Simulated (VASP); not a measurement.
**TiAl3Ni2: single point with PBE**

Crystal: TiAl3Ni2.

```
Ti Al Ni
1.0
     2.83009    0.00000    0.00000
     0.00000    2.83009    0.00000
     0.00000    0.00000   10.07711
Ti Al Ni
1 3 2
Direct
  0.50000 0.50000 0.00000
  0.00000 0.00000 0.80070
  0.00000 0.00000 0.19930
  0.00000 0.00000 0.50000
  0.50000 0.50000 0.35050
  0.50000 0.50000 0.64950
```

```yaml
Program: VASP 6.6.1
Task: single point
Functional: PBE
Potentials_or_basis: VASP PAW PBE potentials, release 64 (Ti_sv, Al, Ni)
Cutoff: 600 eV
k_mesh: 6 × 6 × 2
Occupations: gaussian, width 0.1 eV
Spin: collinear spin, ferromagnetic start
Starting_moments: "[0.0, 0.0, 0.0, 0.0, 2.0, 2.0] μB"
Dipole_correction: no
Further_INCAR_settings: ALGO = Normal; EDIFF = 1e-06; NBANDS = 34
```

```
Pressure                                              : 0.0 GPa
Largest force                                         : 0.017 eV/Å
Net moment                                            : 0.00 μB per cell
Valence electrons inside the program's atomic spheres : Ti 10.29; Al 0.81, 0.79 (each value once); Ni 9.43
```

Forces on the atoms (eV/Å):
```
Ti   0.000  0.000  0.000
Al   0.000  0.000 -0.017
Al   0.000  0.000  0.017
Al   0.000  0.000  0.000
Ni   0.000  0.000  0.017
Ni   0.000  0.000 -0.017
```

Stress tensor (GPa, compression positive):
```
 0.14  0.00  0.00
 0.00  0.14  0.00
 0.00  0.00 -0.16
```

Levels at points of the mesh, in eV from the Fermi level:
Spin up:
```
           k point  band 18  band 19  band 20  band 21  band 22  band 23  band 24  band 25
(0.00, 0.00, 0.00)    -1.35    -0.93    -0.71     0.57     1.98     1.98     2.32     3.34
(0.50, 0.00, 0.00)    -1.78    -1.55    -0.71    -0.68    -0.34     1.79     2.28     2.31
(0.50, 0.50, 0.00)    -0.90    -0.89     0.35     1.11     1.11     1.86     1.86     1.91
(0.00, 0.00, 0.50)    -1.35    -0.71    -0.38    -0.06     1.98     1.98     2.00     3.34
(0.50, 0.00, 0.50)    -1.78    -1.55    -1.14    -0.51    -0.34     1.40     1.79     2.41
(0.50, 0.50, 0.50)    -0.30    -0.30    -0.20    -0.20     0.52     1.91     2.32     2.40
```
Spin down:
| k point | band 18 | band 19 | band 20 | band 21 | band 22 | band 23 | band 24 | band 25 |
| --- | --- | --- | --- | --- | --- | --- | --- | --- |
| (0.00, 0.00, 0.00) | -1.35 | -0.93 | -0.71 | 0.57 | 1.98 | 1.98 | 2.32 | 3.34 |
| (0.50, 0.00, 0.00) | -1.78 | -1.55 | -0.71 | -0.68 | -0.34 | 1.79 | 2.28 | 2.31 |
| (0.50, 0.50, 0.00) | -0.90 | -0.89 | 0.35 | 1.11 | 1.11 | 1.86 | 1.86 | 1.91 |
| (0.00, 0.00, 0.50) | -1.35 | -0.71 | -0.38 | -0.06 | 1.98 | 1.98 | 2.00 | 3.34 |
| (0.50, 0.00, 0.50) | -1.78 | -1.55 | -1.14 | -0.51 | -0.34 | 1.40 | 1.79 | 2.41 |
| (0.50, 0.50, 0.50) | -0.30 | -0.30 | -0.20 | -0.20 | 0.52 | 1.91 | 2.32 | 2.40 |

It took 3.2 min on 1 thread of Oxide Virtual Turin-like Processor, with other jobs on the host, peak memory 0.28 GiB.

Caveat: the k points lie up to 0.37 Å⁻¹ apart; the moments typed at the start vanished in this run.
